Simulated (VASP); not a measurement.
# Te (P1) in VASP: single point with PBE

Aim: the single point of Te with PBE.

Everything below comes from runs of VASP 6.6.1. Logs are shortened: lines on timing, memory, paths and dates and some standing lists are left out, and cuts for length are marked.

## (1) The cell of the first run

The typed cell holds 4 atoms: a = 3.131 Å, b = 4.743 Å, c = 8.986 Å, α = 90.00°, β = 90.00°, γ = 90.00°.

## (2) Single point, PBE (atoms moved at random)

Input file INCAR:

```
SYSTEM = Te
PREC = Accurate
ENCUT = 520
EDIFF = 1E-7
ISMEAR = -1
SIGMA = 0.05
LREAL = .False.
LASPH = .True.
NELM = 100
ALGO = Normal
ISIF = 2
LWAVE = .False.
LCHARG = .False.
GGA = PE
NBANDS = 20
```

Input file KPOINTS:

```
regular mesh
0
Gamma
  9 6 3
  0 0 0
```

Input file POSCAR:

```
Te
1.0
    3.1307690000      0.0000000000      0.0000000000
    0.0000000000      4.7429080000      0.0000000000
    0.0000000000      0.0000000000      8.9856130000
Te
4
Direct
    0.5073970000      0.0138970000      0.5039540000
    0.4904080000      0.9863290000      0.0116510000
    0.5158460000      0.4617760000      0.2593150000
    0.4903790000      0.5391380000      0.7657500000
```

Potentials or basis: VASP PAW PBE potentials, release 64 (Te).

Started as:

```
$ cat potpaw_PBE.64/Te/POTCAR > POTCAR
$ mpirun -np 1 vasp_std > vasp.out
```

OUTCAR:

```text
SYSTEM = Te
   PREC = Accurate
   ENCUT = 520
   EDIFF = 1E-7
   ISMEAR = -1
   LREAL = .False.
   LASPH = .True.
   NELM = 100
   ISIF = 2
   GGA = PE

 ion  position               nearest neighbor table
   1  0.507  0.014  0.504-   3 3.06   4 3.26   3 3.42   4 3.43
   2  0.490  0.986  0.012-   4 3.06   3 3.17   3 3.34   4 3.43
   3  0.516  0.462  0.259-   1 3.06   2 3.17   2 3.34   1 3.42
   4  0.490  0.539  0.766-   2 3.06   1 3.26   1 3.43   2 3.43

  LATTYP: Found a simple orthorhombic cell.
 ALAT       =     3.1307690000
 B/A-ratio  =     1.5149338709
 C/A-ratio  =     2.8700977300

  Lattice vectors:

 A1 = (   3.1307690000,   0.0000000000,   0.0000000000)
 A2 = (   0.0000000000,   4.7429080000,   0.0000000000)
 A3 = (   0.0000000000,   0.0000000000,   8.9856130000)

Analysis of symmetry for initial positions (statically):
=====================================================================
 Subroutine PRICEL returns:
 Original cell was already a primitive cell.

 Routine SETGRP: Setting up the symmetry group for a
 simple orthorhombic supercell.

 Subroutine GETGRP returns: Found  1 space group operations
 (whereof  1 operations were pure point group operations)
 out of a pool of  8 trial point group operations.

The static configuration has the point symmetry C_1 .

Analysis of symmetry for dynamics (positions and initial velocities):
=====================================================================
 Subroutine PRICEL returns:
 Original cell was already a primitive cell.

 Routine SETGRP: Setting up the symmetry group for a
 simple orthorhombic supercell.

 Subroutine GETGRP returns: Found  1 space group operations
 (whereof  1 operations were pure point group operations)
 out of a pool of  8 trial point group operations.

The dynamic configuration has the point symmetry C_1 .

 Subroutine INISYM returns: Found  1 space group operations
 (whereof  1 operations are pure point group operations),
 and found     1 'primitive' translations

----------------------------------------------------------------------------------------

                                     Primitive cell

  volume of cell :     133.4269

  direct lattice vectors                    reciprocal lattice vectors
     3.130769000  0.000000000  0.000000000     0.319410343  0.000000000  0.000000000
     0.000000000  4.742908000  0.000000000     0.000000000  0.210841113  0.000000000
     0.000000000  0.000000000  8.985613000     0.000000000  0.000000000  0.111289013

  length of vectors
     3.130769000  4.742908000  8.985613000     0.319410343  0.210841113  0.111289013

  position of ions in fractional coordinates (direct lattice)
     0.507397000  0.013897000  0.503954000
     0.490408000  0.986329000  0.011651000
     0.515846000  0.461776000  0.259315000
     0.490379000  0.539138000  0.765750000

  ion indices of the primitive-cell ions
   primitive index   ion index
                 1           1
                 2           2
                 3           3
                 4           4

----------------------------------------------------------------------------------------

 KPOINTS: regular mesh

Automatic generation of k-mesh.
 Grid dimensions read from file:
 generate k-points for:    9    6    3

 Generating k-lattice:

  Cartesian coordinates                     Fractional coordinates (reciprocal lattice)
     0.035490038  0.000000000  0.000000000     0.111111111  0.000000000  0.000000000
     0.000000000  0.035140185  0.000000000     0.000000000  0.166666667  0.000000000
     0.000000000  0.000000000  0.037096338     0.000000000  0.000000000  0.333333333

  Length of vectors
     0.035490038  0.035140185  0.037096338

  Shift w.r.t. Gamma in fractional coordinates (k-lattice)
     0.000000000  0.000000000  0.000000000

 Subroutine IBZKPT returns following result:
 ===========================================

 Found     82 irreducible k-points:

 Following reciprocal coordinates:
            Coordinates               Weight
  0.000000  0.000000  0.000000      1.000000
  0.111111  0.000000  0.000000      2.000000
  0.222222  0.000000  0.000000      2.000000
  0.333333  0.000000  0.000000      2.000000
  0.444444  0.000000  0.000000      2.000000
  0.000000  0.166667  0.000000      2.000000
[... 16 lines left out ...]
  0.444444 -0.333333  0.000000      2.000000
  0.000000  0.500000  0.000000      1.000000
 [... further k-points ...]
   k-points           NKPTS =     82   k-points in BZ     NKDIM =     82   number of bands    NBANDS=     20
   number of dos      NEDOS =    301   number of ions     NIONS =      4
   total plane-waves  NPLWV =  60480
   dimension x,y,z NGX =    24 NGY =   36 NGZ =   70
   dimension x,y,z NGXF=    48 NGYF=   72 NGZF=  140
   ions per type =               4
   NGX,Y,Z   is equivalent  to a cutoff of  12.74, 12.62, 12.95 a.u.
   NGXF,Y,Z  is equivalent  to a cutoff of  25.49, 25.24, 25.90 a.u.
 SYSTEM =  Te
   PREC   = accura    normal or accurate (medium, high low for compatibility)
   ISTART =      0    job   : 0-new  1-cont  2-samecut
   ICHARG =      2    charge: 1-file 2-atom 10-const
   ISPIN  =      1    spin polarized calculation?
   LNONCOLLINEAR =      F non collinear calculations
   LSORBIT =      F    spin-orbit coupling
   LASPH  =      T    aspherical Exc in radial PAW
   ENCUT  =  520.0 eV  38.22 Ry    6.18 a.u.   5.82  8.82 16.71*2*pi/ulx,y,z
   NELM   =    100;   NELMIN=  2; NELMDL= -5     # of ELM steps
   EDIFF  = 0.1E-06   stopping-criterion for ELM
   LREAL  =      F    real-space projection
   EDIFFG = 0.1E-05   stopping-criterion for IOM
   NSW    =      0    number of steps for IOM
   IBRION =     -1    ionic relax: 0-MD 1-quasi-New 2-CG
   NFREE  =      0    steps in history (QN), initial steepest desc. (CG)
   ISIF   =      2    stress and relaxation
   ISYM   =      2    0-nonsym 1-usesym 2-fastsym
   POTIM  = 0.5000    time-step for ionic-motion
   TEBEG  =    0.0;   TEEND  =   0.0 temperature during run
   PSTRESS=    0.0 pullay stress
   NELECT =      24.0000    total number of electrons
   NUPDOWN=      -1.0000    fix difference up-down
   EMIN   =  10.00;   EMAX   =-10.00  energy-range for DOS
   EFERMI =   0.00;   METHOD = LEGACY
   ISMEAR =    -1;   SIGMA  =   0.05  broadening in eV -4-tet -1-fermi 0-gaus
   EFERMI_NEDOS =   21; number of points for ismear=-14 and -15
   IALGO  =     38    algorithm
   IMIX   =      4    mixing-type and parameters
     AMIX     =   0.40;   BMIX     =  1.00
     AMIX_MAG =   1.60;   BMIX_MAG =  1.00
  volume/ion in A,a.u.               =      33.36       225.10
  Fermi-wavevector in a.u.,A,eV,Ry     =   0.924125  1.746343 11.619473  0.854007
  Thomas-Fermi vector in A             =   2.049837
   LORBIT       =      0    0 simple, 1 ext, 2 COOP (PROOUT), +10 PAW based schemes
   GGA     = PE    functional components
   LHFCALC =     F    Hartree Fock is set to
   AEXX    =    0.0000 exact exchange contribution
   IVDW    =     0    specifies the selected vdW correction
   LEPSILON=     F    determine dielectric tensor
   LRPA    =     F    only Hartree local field effects (RPA)
 non-spin polarized calculation
  energy-cutoff  :      520.00
  volume of cell :      133.43
 maximum number of plane-waves:      3612
   NGX = 11   NGY = 17   NGZ = 33

 number of electron      24.0000000 magnetization

 Free energy of the ion-electron system (eV)
  ---------------------------------------------------
  ext. energy  EPLUGINS =         0.00000000
  ---------------------------------------------------
  free energy    TOTEN  =       -12.39400673 eV

  energy without entropy =      -12.37997324  energy(sigma->0) =      -12.38698998

 E-fermi :   6.1720     XC(G=0):  -9.1790

 val. band max:        6.0891441007   @ k =   0.4444   0.3333   0.3333
 cond. band min:       6.2253318264   @ k =  -0.4444  -0.1667   0.3333
 fundamental gap:      0.1361877257
 Fermi energy:         6.1719980587

 k-point     1 :       0.0000    0.0000    0.0000
  band No.  band energies     occupation
      1      -7.3577      2.00000
      2      -6.1602      2.00000
      3      -5.9101      2.00000
      4      -4.2193      2.00000
      5       1.6504      2.00000
      6       1.8853      2.00000
[... 12 lines left out ...]
     19      11.9717      0.00000
     20      12.9949      0.00000

 k-point     2 :       0.1111    0.0000    0.0000
  band No.  band energies     occupation
      1      -7.1998      2.00000
      2      -6.0019      2.00000
      3      -5.7508      2.00000
      4      -4.0566      2.00000
      5       1.7960      2.00000
      6       2.0290      2.00000
[... 12 lines left out ...]
     19      12.1778      0.00000
     20      13.9953      0.00000

 k-point     3 :       0.2222    0.0000    0.0000
  band No.  band energies     occupation
      1      -6.7469      2.00000
      2      -5.5472      2.00000
      3      -5.2923      2.00000
      4      -3.5857      2.00000
      5       2.2022      2.00000
      6       2.4285      2.00000
[... 12 lines left out ...]
     19      12.6766      0.00000
     20      13.5732      0.00000

 k-point     4 :       0.3333    0.0000    0.0000
  band No.  band energies     occupation
      1      -6.0897      2.00000
      2      -4.8855      2.00000
      3      -4.6226      2.00000
      4      -2.8869      2.00000
      5       1.7439      2.00000
      6       2.7213      2.00000
[... 12 lines left out ...]
     19      12.0126      0.00000
     20      12.3117      0.00000

 k-point     5 :       0.4444    0.0000    0.0000
  band No.  band energies     occupation
      1      -5.5060      2.00000
      2      -4.2951      2.00000
      3      -4.0206      2.00000
      4      -2.2398      2.00000
      5       0.3902      2.00000
      6       1.5233      2.00000
[... 12 lines left out ...]
     19      10.8998      0.00000
     20      11.1362      0.00000

 k-point     6 :       0.0000    0.1667    0.0000
  band No.  band energies     occupation
      1      -7.2214      2.00000
      2      -6.1089      2.00000
      3      -5.8625      2.00000
      4      -4.5152      2.00000
      5       1.5970      2.00000
      6       1.7791      2.00000
[... 12 lines left out ...]
     19      12.8018      0.00000
     20      13.2259      0.00000

 k-point     7 :       0.1111    0.1667    0.0000
  band No.  band energies     occupation
      1      -7.0634      2.00000
      2      -5.9505      2.00000
      3      -5.7030      2.00000
      4      -4.3535      2.00000
      5       1.7439      2.00000
      6       1.9271      2.00000
[... 12 lines left out ...]
     19      13.0954      0.00000
     20      14.1667      0.00000
[... 277 lines left out ...]
 k-point    20 :       0.3333    0.3333    0.0000
  band No.  band energies     occupation
      1      -5.5635      2.00000
      2      -4.7527      2.00000
      3      -4.4737      2.00000
      4      -3.8450      2.00000
      5       1.8943      2.00000
      6       2.0191      2.00000
[... 12 lines left out ...]
     19      11.5724      0.00000
     20      12.4556      0.00000

 k-point    21 :       0.3333   -0.3333    0.0000
  band No.  band energies     occupation
      1      -5.5638      2.00000
      2      -4.7525      2.00000
      3      -4.4740      2.00000
      4      -3.8443      2.00000
      5       1.8954      2.00000
      6       2.0167      2.00000
[... 12 lines left out ...]
     19      11.5584      0.00000
     20      12.4701      0.00000

 k-point    22 :       0.4444    0.3333    0.0000
  band No.  band energies     occupation
      1      -4.9775      2.00000
      2      -4.1597      2.00000
      3      -3.8677      2.00000
      4      -3.2257      2.00000
      5       0.8941      2.00000
      6       1.6364      2.00000
[... 12 lines left out ...]
     19      10.7830      0.00000
     20      11.6977      0.00000

 k-point    23 :       0.4444   -0.3333    0.0000
  band No.  band energies     occupation
      1      -4.9777      2.00000
      2      -4.1595      2.00000
      3      -3.8678      2.00000
      4      -3.2253      2.00000
      5       0.8936      2.00000
      6       1.6356      2.00000
[... 12 lines left out ...]
     19      10.7780      0.00000
     20      11.6948      0.00000

 k-point    24 :       0.0000    0.5000    0.0000
  band No.  band energies     occupation
      1      -6.3791      2.00000
      2      -6.1905      2.00000
      3      -5.7190      2.00000
      4      -5.5026      2.00000
      5       0.3915      2.00000
      6       0.4371      2.00000
[... 12 lines left out ...]
     19      13.7025      0.00000
     20      13.7806      0.00000

 [... further k-points ...]

------------------------ aborting loop because EDIFF is reached ----------------------------------------

  FORCE on cell =-STRESS in cart. coord.  units (eV):
  Direction    XX          YY          ZZ          XY          YZ          ZX
  --------------------------------------------------------------------------------------
  -------------------------------------------------------------------------------------
  Total        0.3756735     -0.4804879     -0.0801825     -0.0048334      0.1215566      0.0119169
  in kB        4.5110505     -5.7696516     -0.9628233     -0.0580395      1.4596399      0.1430974
  external PRESSURE =      -0.7404748 kB  Pullay stress =       0.0000000 kB

 VOLUME and BASIS-vectors are now :
 -----------------------------------------------------------------------------
  energy-cutoff  :      520.00
  volume of cell :      133.43
      direct lattice vectors                 reciprocal lattice vectors
     3.130769000  0.000000000  0.000000000     0.319410343  0.000000000  0.000000000
     0.000000000  4.742908000  0.000000000     0.000000000  0.210841113  0.000000000
     0.000000000  0.000000000  8.985613000     0.000000000  0.000000000  0.111289013

 POSITION                                       TOTAL-FORCE (eV/Angst)
 -----------------------------------------------------------------------------------
      1.58854      0.06591      4.52834        -0.004140     -0.014440      0.194561
      1.53535      4.67807      0.10469         0.033476     -0.014434     -0.011591
      1.61499      2.19016      2.33010        -0.043420      0.036482     -0.003880
      1.53526      2.55708      6.88073         0.014084     -0.007609     -0.179090
 -----------------------------------------------------------------------------------
    total drift:                               -0.000033      0.000003     -0.000006

  FREE ENERGIE OF THE ION-ELECTRON SYSTEM (eV)
  ---------------------------------------------------
  free  energy   TOTEN  =       -12.3940067258 eV

  energy  without entropy=      -12.3799732405  energy(sigma->0) =      -12.38698998
```

Wall time 4.4 min (1 thread of Intel Xeon 8259CL, shared host); peak memory 0.33 GiB.

What came out:

```yaml
Free_energy: -12.3940 eV
Pressure: -0.1 GPa
Largest_force: 0.195 eV/Å
Band_gap_on_the_k_mesh: zero (bands 12 and 13 overlap by 3.51 eV)
```

Forces in eV/Å, atoms in the order of the input:
```
Te  -0.004 -0.014  0.195
Te   0.033 -0.014 -0.012
Te  -0.043  0.036 -0.004
Te   0.014 -0.008 -0.179
```

Levels at points of the mesh, in eV from the Fermi level:
```csv
k point,band 8,band 9,band 10,band 11,band 12,band 13,band 14,band 15,band 16,band 17
"(0.00, 0.00, 0.00)",-2.64,-2.61,-2.53,0.85,1.03,1.76,2.36,2.78,2.99,4.17
"(0.00, 0.50, 0.00)",-2.49,-2.25,-2.24,2.06,2.11,2.59,2.75,3.08,3.25,6.47
```

Caveat: the cell differs from its parent crystal (atoms moved at random); spin-orbit coupling is left out, which moves the levels of the heavy elements.

The gap in the log of VASP goes by the Fermi energy; the results here count the filled bands.